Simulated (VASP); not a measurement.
Wanted: the native input for a VASP 6.6.1 run.

```yaml
Task: single point
Functional: PBE
Potentials_or_basis: VASP PAW PBE potentials, release 64 (W_sv, C, H)
Cutoff: 520 eV
k_mesh: 2 × 2 × 1
Occupations: fermi-dirac, width 0.05 eV
Spin: no spin polarisation
Dipole_correction: no
Further_INCAR_settings: LREAL = Auto; ALGO = Normal; EDIFF = 1e-06; NBANDS = 86
```

The structure of HW8C8 lies in POSCAR:

```
HW8C8
1.0
    5.7958000000      0.0000000000      0.0000000000
    0.0000000000      5.6578000000      0.0000000000
    0.0000000000      0.0000000000     17.1827580000
W C H
8 8 1
Direct
    0.0000000000      0.0000000000      0.0581978749
    0.2430208082      0.0302237619      0.2102631021
    0.0000000000      0.5000000000      0.0581978749
    0.2167949205      0.5214040793      0.2071320564
    0.5000000000      0.0000000000      0.0581978749
    0.7306842886      0.0052317155      0.2034423112
    0.5000000000      0.5000000000      0.0581978749
    0.7605162359      0.4971013468      0.2071960741
   -0.0226198282      0.2730743398      0.1561448983
    0.3647986473      0.3236063488      0.2989101051
   -0.0355774871      0.7627169571      0.1486548318
    0.0023292729      0.8184630068      0.2737569836
    0.5089029987      0.2529958641      0.1420784719
    0.5534352462      0.1961363074      0.2851113890
    0.4804686152      0.7515465375      0.1580537886
    0.8016149626      0.7294531443      0.2995619213
   -0.2947996825      0.7954505285      0.3517013974
```

One way to write it, as run:

INCAR

```
  PREC = Accurate
  ENCUT = 520
  EDIFF = 1E-6
  ISMEAR = -1
  SIGMA = 0.05
  LREAL = Auto
  LASPH = T
  NELM = 100
  ALGO = Normal
  ISIF = 2
  LWAVE = F
  LCHARG = F
  GGA = PE
  NBANDS = 86
```

KPOINTS

```
regular mesh
0
Gamma
  2 2 1
```

Potentials or basis: VASP PAW PBE potentials, release 64 (W_sv, C, H).

Command:

```bash
$ cat potpaw_PBE.64/W_sv/POTCAR potpaw_PBE.64/C/POTCAR potpaw_PBE.64/H/POTCAR > POTCAR
$ mpirun -np 1 vasp_std > vasp.out
```

It gave:

| Property | Result |
| --- | --- |
| Largest force | 5.317 eV/Å |

Caveat: the k points lie up to 0.56 Å⁻¹ apart.

Wall time 4.6 min on 1 thread of Intel(R) Xeon(R) 6975P-C (Granite Rapids) (shared host), peak memory 0.59 GiB.
